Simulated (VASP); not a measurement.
# Al in VASP: further runs

Al is run at these levels: PBE+D3(BJ); tasks: single point.

All numbers are computed with VASP 6.6.1; they aren't measurements. Logs are shortened: lines on timing, memory, paths and dates and some standing lists are left out, and cuts for length are marked.

### 1 The cell of the first run

The cell holds a slab with vacuum, 12 atoms: a = 5.728 Å, b = 5.728 Å, c = 16.677 Å, α = 90.00°, β = 90.00°, γ = 60.00°.

### 2 Single point, PBE+D3(BJ)

INCAR

```
SYSTEM = Al
PREC = Accurate
ENCUT = 520
EDIFF = 1E-7
ISMEAR = -1
SIGMA = 0.1
LREAL = .False.
LASPH = .True.
NELM = 80
ALGO = Normal
ISIF = 2
LWAVE = .False.
LCHARG = .True.
GGA = PE
IVDW = 12
LELF = .True.
LVHAR = .True.
NBANDS = 30
```

KPOINTS

```
Automatic mesh
0
Gamma
  3 3 1
  0 0 0
```

POSCAR

```
Al
1.0
    5.7275650000      0.0000000000      0.0000000000
    2.8637820000      4.9602170000      0.0000000000
    0.0000000000      0.0000000000     16.6765370000
Al
12
Direct
    0.1666684945      0.1666660955      0.0599644878
    0.6666715499      0.1666660955      0.0599644878
    0.1666709227      0.6666643818      0.0599644878
    0.6666739781      0.6666643818      0.0599644878
   -0.1514632613      0.3414769959      0.1995977942
    0.3323259712      0.3125871308      0.1989801600
   -0.1900728402      0.8700224204      0.1971932182
    0.3099644374      0.8283306960      0.2034595072
   -0.0419684426      0.0181846883      0.3359510431
    0.4602916992      0.0196765585      0.3418755345
    0.0133736355      0.4800999634      0.3397407987
    0.5300800891      0.4889100618      0.3507322893
```

Potentials or basis: VASP PAW PBE potentials, release 64 (Al).

Started as:

```sh
> cat potpaw_PBE.64/Al/POTCAR > POTCAR
> mpirun -np 1 vasp_std > vasp.out
```

OUTCAR:

```text
SYSTEM = Al
   PREC = Accurate
   ENCUT = 520
   EDIFF = 1E-7
   ISMEAR = -1
   LREAL = .False.
   LASPH = .True.
   NELM = 80
   ISIF = 2
   GGA = PE
   IVDW = 12
 IVDW          = 12

 ion  position               nearest neighbor table
   1  0.167  0.167  0.060-   6 2.79   5 2.81   4 2.86   2 2.86   3 2.86   3 2.86   2 2.86   4 2.86
                             8 2.93
   2  0.667  0.167  0.060-   7 2.72   6 2.85   1 2.86   3 2.86   4 2.86   4 2.86   3 2.86   1 2.86
                             5 2.92
   3  0.167  0.667  0.060-   8 2.83   4 2.86   2 2.86   1 2.86   1 2.86   2 2.86   4 2.86   7 2.90
                             6 2.91
   4  0.667  0.667  0.060-   5 2.83   1 2.86   3 2.86   2 2.86   2 2.86   3 2.86   1 2.86   7 2.87
                             8 2.98
   5  0.849  0.341  0.200-   6 2.69  11 2.78   9 2.80   8 2.80   1 2.81   7 2.82   4 2.83   7 2.92
                             2 2.92   8 2.95  12 2.98   6 3.04
   6  0.332  0.313  0.199-   7 2.64   5 2.69   1 2.79  10 2.79  11 2.83   8 2.84   2 2.85   8 2.89
                             3 2.91   5 3.04   7 3.10  12 3.14
   7  0.810  0.870  0.197-   6 2.64   2 2.72   9 2.74   8 2.75   5 2.82   4 2.87   3 2.90   5 2.92
                            10 2.97   8 2.99  11 3.06   6 3.10
   8  0.310  0.828  0.203-   7 2.75   5 2.80   9 2.82   3 2.83   6 2.84  10 2.87   6 2.89   1 2.93
                             5 2.95   4 2.98  12 2.99   7 2.99
   9  0.958  0.018  0.336-  12 2.59   7 2.74   5 2.80   8 2.82  11 2.82  10 2.85  10 2.88  11 2.94
                            12 3.17
  10  0.460  0.020  0.342-  11 2.60   6 2.79   9 2.85  12 2.86   8 2.87   9 2.88  12 2.91   7 2.97
                            11 3.13
  11  0.013  0.480  0.340-  10 2.60  12 2.75   5 2.78   9 2.82   6 2.83   9 2.94  12 2.99   7 3.06
                            10 3.13
  12  0.530  0.489  0.351-   9 2.59  11 2.75  10 2.86  10 2.91   5 2.98  11 2.99   8 2.99   6 3.14
                             9 3.17

  LATTYP: Found a hexagonal cell.
 ALAT       =     5.7275649303
 C/A-ratio  =     2.9116277516

  Lattice vectors:

 A1 = (  -2.8637820000,  -4.9602170000,   0.0000000000)
 A2 = (   5.7275650000,   0.0000000000,   0.0000000000)
 A3 = (   0.0000000000,   0.0000000000,  16.6765370000)

Analysis of symmetry for initial positions (statically):
=====================================================================
 Subroutine PRICEL returns:
 Original cell was already a primitive cell.

 Routine SETGRP: Setting up the symmetry group for a
 hexagonal supercell.

 Subroutine GETGRP returns: Found  1 space group operations
 (whereof  1 operations were pure point group operations)
 out of a pool of 24 trial point group operations.

The static configuration has the point symmetry C_1 .

Analysis of symmetry for dynamics (positions and initial velocities):
=====================================================================
 Subroutine PRICEL returns:
 Original cell was already a primitive cell.

 Routine SETGRP: Setting up the symmetry group for a
 hexagonal supercell.

 Subroutine GETGRP returns: Found  1 space group operations
 (whereof  1 operations were pure point group operations)
 out of a pool of 24 trial point group operations.

The dynamic configuration has the point symmetry C_1 .

 Subroutine INISYM returns: Found  1 space group operations
 (whereof  1 operations are pure point group operations),
 and found     1 'primitive' translations

----------------------------------------------------------------------------------------

                                     Primitive cell

  volume of cell :     473.7798

  direct lattice vectors                    reciprocal lattice vectors
     5.727565000  0.000000000  0.000000000     0.174594265 -0.100802024  0.000000000
     2.863782000  4.960217000  0.000000000     0.000000000  0.201604083  0.000000000
     0.000000000  0.000000000 16.676537000     0.000000000  0.000000000  0.059964488

  length of vectors
     5.727565000  5.727564930 16.676537000     0.201604081  0.201604083  0.059964488

  position of ions in fractional coordinates (direct lattice)
     0.166668495  0.166666095  0.059964488
     0.666671550  0.166666095  0.059964488
     0.166670923  0.666664382  0.059964488
     0.666673978  0.666664382  0.059964488
     0.848536739  0.341476996  0.199597794
     0.332325971  0.312587131  0.198980160
     0.809927160  0.870022420  0.197193218
     0.309964437  0.828330696  0.203459507
     0.958031557  0.018184688  0.335951043
     0.460291699  0.019676559  0.341875534
     0.013373636  0.480099963  0.339740799
     0.530080089  0.488910062  0.350732289
[... 27 lines left out ...]
     0.058198088 -0.033600675  0.000000000     0.333333333  0.000000000  0.000000000
     0.000000000  0.067201361  0.000000000     0.000000000  0.333333333  0.000000000
     0.000000000  0.000000000  0.059964488     0.000000000  0.000000000  1.000000000

  Length of vectors
     0.067201360  0.067201361  0.059964488

  Shift w.r.t. Gamma in fractional coordinates (k-lattice)
     0.000000000  0.000000000  0.000000000

 Subroutine IBZKPT returns following result:
 ===========================================

 Found      5 irreducible k-points:

 Following reciprocal coordinates:
            Coordinates               Weight
  0.000000  0.000000  0.000000      1.000000
  0.333333  0.000000  0.000000      2.000000
  0.333333  0.333333  0.000000      2.000000
  0.000000  0.333333  0.000000      2.000000
 -0.333333  0.333333  0.000000      2.000000
   k-points           NKPTS =      5   k-points in BZ     NKDIM =      5   number of bands    NBANDS=     30
   number of dos      NEDOS =    301   number of ions     NIONS =     12
   total plane-waves  NPLWV = 290304
   dimension x,y,z NGX =    48 NGY =   48 NGZ =  126
   dimension x,y,z NGXF=    96 NGYF=   96 NGZF=  252
   ions per type =              12
   NGX,Y,Z   is equivalent  to a cutoff of  13.93, 13.93, 12.56 a.u.
   NGXF,Y,Z  is equivalent  to a cutoff of  27.86, 27.86, 25.12 a.u.
 SYSTEM =  Al
   PREC   = accura    normal or accurate (medium, high low for compatibility)
   ISTART =      0    job   : 0-new  1-cont  2-samecut
   ICHARG =      2    charge: 1-file 2-atom 10-const
   ISPIN  =      1    spin polarized calculation?
   LNONCOLLINEAR =      F non collinear calculations
   LSORBIT =      F    spin-orbit coupling
   LASPH  =      T    aspherical Exc in radial PAW
   ENCUT  =  520.0 eV  38.22 Ry    6.18 a.u.  10.65 10.65 31.01*2*pi/ulx,y,z
   NELM   =     80;   NELMIN=  2; NELMDL= -5     # of ELM steps
   EDIFF  = 0.1E-06   stopping-criterion for ELM
   LREAL  =      F    real-space projection
   EDIFFG = 0.1E-05   stopping-criterion for IOM
   NSW    =      0    number of steps for IOM
   IBRION =     -1    ionic relax: 0-MD 1-quasi-New 2-CG
   NFREE  =      0    steps in history (QN), initial steepest desc. (CG)
   ISIF   =      2    stress and relaxation
   ISYM   =      2    0-nonsym 1-usesym 2-fastsym
   POTIM  = 0.5000    time-step for ionic-motion
   TEBEG  =    0.0;   TEEND  =   0.0 temperature during run
   PSTRESS=    0.0 pullay stress
   NELECT =      36.0000    total number of electrons
   NUPDOWN=      -1.0000    fix difference up-down
   EMIN   =  10.00;   EMAX   =-10.00  energy-range for DOS
   EFERMI =   0.00;   METHOD = LEGACY
   ISMEAR =    -1;   SIGMA  =   0.10  broadening in eV -4-tet -1-fermi 0-gaus
   EFERMI_NEDOS =   21; number of points for ismear=-14 and -15
   IALGO  =     38    algorithm
   IMIX   =      4    mixing-type and parameters
     AMIX     =   0.40;   BMIX     =  1.00
     AMIX_MAG =   1.60;   BMIX_MAG =  1.00
  volume/ion in A,a.u.               =      39.48       266.44
  Fermi-wavevector in a.u.,A,eV,Ry     =   0.693399  1.310335  6.541719  0.480803
  Thomas-Fermi vector in A             =   1.775602
   LORBIT       =      0    0 simple, 1 ext, 2 COOP (PROOUT), +10 PAW based schemes
   GGA     = PE    functional components
   LHFCALC =     F    Hartree Fock is set to
   AEXX    =    0.0000 exact exchange contribution
   IVDW    =    12    specifies the selected vdW correction
   LEPSILON=     F    determine dielectric tensor
   LRPA    =     F    only Hartree local field effects (RPA)
 non-spin polarized calculation
  energy-cutoff  :      520.00
  volume of cell :      473.78
 maximum number of plane-waves:     12795
 NGX is ok and might be reduce to    42
   NGX = 21   NGY = 21   NGZ = 63

 number of electron      36.0000000 magnetization

 Free energy of the ion-electron system (eV)
  ---------------------------------------------------
  ext. energy  EPLUGINS =         0.00000000
  ---------------------------------------------------
  free energy    TOTEN  =       -42.03468801 eV

  energy without entropy =      -41.77757957  energy(sigma->0) =      -41.90613379

 E-fermi :   0.9010     XC(G=0):  -5.3338

 val. band max:        0.8994704070   @ k =   0.0000   0.0000   0.0000
 cond. band min:       1.0475928277   @ k =   0.0000   0.0000   0.0000
 fundamental gap:      0.1481224206
 Fermi energy:         0.9009814838

 k-point     1 :       0.0000    0.0000    0.0000
  band No.  band energies     occupation
      1      -9.4029      2.00000
      2      -7.6787      2.00000
      3      -5.1495      2.00000
      4      -3.8758      2.00000
      5      -3.7649      2.00000
      6      -3.5056      2.00000
[... 154 lines left out ...]
     29       4.4971      0.00000
     30       4.5721      0.00000

------------------------ aborting loop because EDIFF is reached ----------------------------------------

 Edisp (eV)   -2.72253

 E8    (eV) :    -1.2685

  FORCE on cell =-STRESS in cart. coord.  units (eV):
  Direction    XX          YY          ZZ          XY          YZ          ZX
  --------------------------------------------------------------------------------------
  -------------------------------------------------------------------------------------
  Total      -6.72590    -5.90734    -0.27312    -1.57185     0.02509     0.33496
  in kB     -22.74490   -19.97682    -0.92359    -5.31550     0.08483     1.13272
  external pressure =      -14.55 kB  Pullay stress =        0.00 kB

 VOLUME and BASIS-vectors are now :
 -----------------------------------------------------------------------------
  energy-cutoff  :      520.00
  volume of cell :      473.78
      direct lattice vectors                 reciprocal lattice vectors
     5.727565000  0.000000000  0.000000000     0.174594265 -0.100802024  0.000000000
     2.863782000  4.960217000  0.000000000     0.000000000  0.201604083  0.000000000
     0.000000000  0.000000000 16.676537000     0.000000000  0.000000000  0.059964488

 POSITION                                       TOTAL-FORCE (eV/Angst)
 -----------------------------------------------------------------------------------
      1.43190      0.82670      1.00000         0.022343     -0.058803     -0.180722
      4.29570      0.82670      1.00000         0.007086      0.113086     -0.194694
      2.86380      3.30680      1.00000        -0.038827     -0.025417      0.097496
      5.72760      3.30680      1.00000        -0.065743      0.050227      0.086256
      5.83797      1.69380      3.32860        -0.567898      0.368901      0.143602
      2.79860      1.55050      3.31830         0.274079      0.606369      0.154651
      7.13047      4.31550      3.28850        -0.137397     -0.733801      0.133801
      4.14750      4.10870      3.39300         0.401323     -0.355030     -0.012396
      5.53927      0.09020      5.60250         0.339675     -0.658276      0.279776
      2.69270      0.09760      5.70130         0.312740     -0.590181     -0.035668
      1.45150      2.38140      5.66570         0.018623      0.694717      0.005787
      4.43620      2.42510      5.84900        -0.566004      0.588208     -0.477889
 -----------------------------------------------------------------------------------
    total drift:                                0.000004     -0.000001     -0.000074

  FREE ENERGIE OF THE ION-ELECTRON SYSTEM (eV)
  ---------------------------------------------------
  free  energy   TOTEN  =       -44.7572185999 eV

  energy  without entropy=      -44.5001101619  energy(sigma->0) =      -44.62866438
```

It took 5.8 min on 1 thread of Intel Xeon 8259CL, shared host; peak memory 0.58 GiB.

Results:

```yaml
Free_energy: -44.7572 eV
Largest_force: 0.946 eV/Å
Band_gap_on_the_k_mesh: zero (bands 18 and 19 overlap by 0.23 eV)
Dispersion_energy_per_atom: -0.227 eV
```

Forces on the atoms (eV/Å):
```
Al   0.022 -0.059 -0.181
Al   0.007  0.113 -0.195
Al  -0.039 -0.025  0.097
Al  -0.066  0.050  0.086
Al  -0.568  0.369  0.144
Al   0.274  0.606  0.155
Al  -0.137 -0.734  0.134
Al   0.401 -0.355 -0.012
Al   0.340 -0.658  0.280
Al   0.313 -0.590 -0.036
Al   0.019  0.695  0.006
Al  -0.566  0.588 -0.478
```

Caveat: the k points lie up to 0.42 Å⁻¹ apart; there is no dipole correction, which matters where the two faces differ.

### 3 Single point, PBE+D3(BJ)

INCAR

```
SYSTEM = Al
PREC = Accurate ; ENCUT = 520
EDIFF = 1E-6 ; ISMEAR = -1
SIGMA = 0.1 ; LREAL = .FALSE.
LASPH = .TRUE. ; NELM = 100
ALGO = Normal ; ISIF = 2
LWAVE = .FALSE. ; LCHARG = .FALSE.
GGA = PE ; IVDW = 12
NBANDS = 30
```

KPOINTS

```
Automatic mesh
0
G
  3 3 1
  0 0 0
```

POSCAR

```
Al
1.0
    5.7275650000      0.0000000000      0.0000000000
    2.8637820000      4.9602170000      0.0000000000
    0.0000000000      0.0000000000     16.6765370000
Al
12
Direct
    0.1666684945      0.1666660955      0.0599644878
    0.6666715499      0.1666660955      0.0599644878
    0.1666709227      0.6666643818      0.0599644878
    0.6666739781      0.6666643818      0.0599644878
   -0.2217112579      0.3650646736      0.2064277494
    0.2854348485      0.3520007290      0.2019184199
   -0.1730218809      0.8451041557      0.1969713496
    0.3144842306      0.8705869118      0.2031896670
   -0.0293552548      0.0415304411      0.3441841673
    0.4803862710      0.0320752096      0.3367305814
   -0.0412033700      0.5314283629      0.3596669980
    0.4675086960      0.5111469922      0.3440402525
```

Potentials or basis: VASP PAW PBE potentials, release 64 (Al).

Started as:

```sh
> cat potpaw_PBE.64/Al/POTCAR > POTCAR
> mpirun -np 1 vasp_std > vasp.out
```

Wall time 4.7 min (1 thread of Intel Xeon 8259CL, shared host); peak memory 0.6 GiB.

It converged, with:

| Quantity | Value |
| --- | --- |
| Free energy | -44.8942 eV |
| Largest force | 0.600 eV/Å |
| Band gap on the k mesh | zero (bands 18 and 19 overlap by 0.19 eV) |
| Dispersion energy per atom | -0.225 eV |

Forces on the atoms (eV/Å):
```
Al  -0.072  0.086 -0.021
Al  -0.038  0.046 -0.023
Al  -0.059  0.032  0.076
Al   0.051  0.020  0.055
Al   0.237 -0.109 -0.068
Al   0.317  0.250  0.087
Al  -0.085  0.092  0.312
Al  -0.378 -0.352 -0.062
Al   0.063 -0.291 -0.075
Al  -0.193 -0.217  0.327
Al   0.113  0.018 -0.589
Al   0.045  0.426 -0.019
```

Levels at points of the mesh, in eV from the Fermi level:
```csv
k point,band 15,band 16,band 17,band 18,band 19,band 20,band 21,band 22
"(0.00, 0.00, 0.00)",-2.40,-2.37,-0.40,-0.28,-0.24,-0.17,-0.11,0.02
```

Caveat: the k points lie up to 0.42 Å⁻¹ apart; the atoms stand as in a frame of molecular dynamics; there is no dipole correction, which matters where the two faces differ.

### 4 Single point, PBE+D3(BJ)

INCAR

```
SYSTEM = Al
PREC = Accurate
ENCUT = 520
EDIFF = 1E-6
ISMEAR = -1
SIGMA = 0.1
LREAL = .FALSE.
LASPH = .TRUE.
NELM = 80
ALGO = Normal
ISIF = 2
LWAVE = .FALSE.
LCHARG = .FALSE.
GGA = PE
IVDW = 12
NBANDS = 30
```

KPOINTS is that of step 3.

POSCAR

```
Al
1.0
    5.7275650000      0.0000000000      0.0000000000
    2.8637820000      4.9602170000      0.0000000000
    0.0000000000      0.0000000000     16.6765370000
Al
12
Direct
    0.1666684945      0.1666660955      0.0599644878
    0.6666715499      0.1666660955      0.0599644878
    0.1666709227      0.6666643818      0.0599644878
    0.6666739781      0.6666643818      0.0599644878
   -0.1590845014      0.3456502004      0.2038972480
    0.3306390871      0.3526257017      0.2057801329
   -0.1206349942      0.8327256650      0.1944408482
    0.3604159507      0.8324635797      0.2069194582
    0.0292409996     -0.0430827925      0.3523573269
    0.5196151353     -0.0175395552      0.3335704529
    0.0003977280      0.4715519502      0.3478839762
    0.5067516978      0.4850392634      0.3325150779
```

Started as:

```sh
> cat potpaw_PBE.64/Al/POTCAR > POTCAR
> mpirun -np 1 vasp_std > vasp.out
```

Wall time 4.9 min (1 thread of Intel Xeon 8259CL, shared host); peak memory 0.6 GiB.

Results (log left out):

* Free energy: -44.7889 eV
* Largest force: 0.963 eV/Å
* Band gap on the k mesh: zero (bands 18 and 19 overlap by 0.16 eV)
* Dispersion energy per atom: -0.227 eV

Forces on the atoms (eV/Å):
```
Al  -0.082  0.030  0.247
Al   0.107 -0.046  0.168
Al   0.081  0.001 -0.161
Al   0.138 -0.045  0.119
Al   0.162 -0.297 -0.404
Al  -0.111 -0.592 -0.618
Al  -0.582  0.389  0.312
Al  -0.148  0.313 -0.711
Al  -0.056  0.240 -0.352
Al   0.134  0.124  0.559
Al   0.212 -0.025 -0.107
Al   0.145 -0.093  0.947
```

Levels at points of the mesh, in eV from the Fermi level:
| k point | band 15 | band 16 | band 17 | band 18 | band 19 | band 20 | band 21 | band 22 |
| --- | --- | --- | --- | --- | --- | --- | --- | --- |
| (0.00, 0.00, 0.00) | -2.41 | -2.37 | -0.30 | -0.27 | -0.22 | -0.02 | 0.03 | 0.09 |

Caveat: the k points lie up to 0.42 Å⁻¹ apart; the atoms stand as in a frame of molecular dynamics; there is no dipole correction, which matters where the two faces differ.

### 5 Overview

| cell | gap on the mesh (eV) | largest force (eV/Å) |
| --- | --- | --- |
| as given, atomic positions A | none | 0.95 |
| as given, atomic positions B | none | 0.60 |
| as given, atomic positions C | none | 0.96 |

Alike in all rows: task single point; level PBE+D3(BJ); potentials or basis VASP PAW PBE potentials, release 64 (Al); no spin polarisation; k mesh 3 × 3 × 1; cutoff (eV) 520; smearing fermi-dirac 0.1 eV.

Caveats: all runs use coarse meshes; there is no dipole correction, which matters where the two faces differ; the atoms stand as in a frame of molecular dynamics (at least some runs).

Absolute energies hang on the potentials; compare differences alone.

The gap in the log of VASP goes by the Fermi energy; the results here count the filled bands.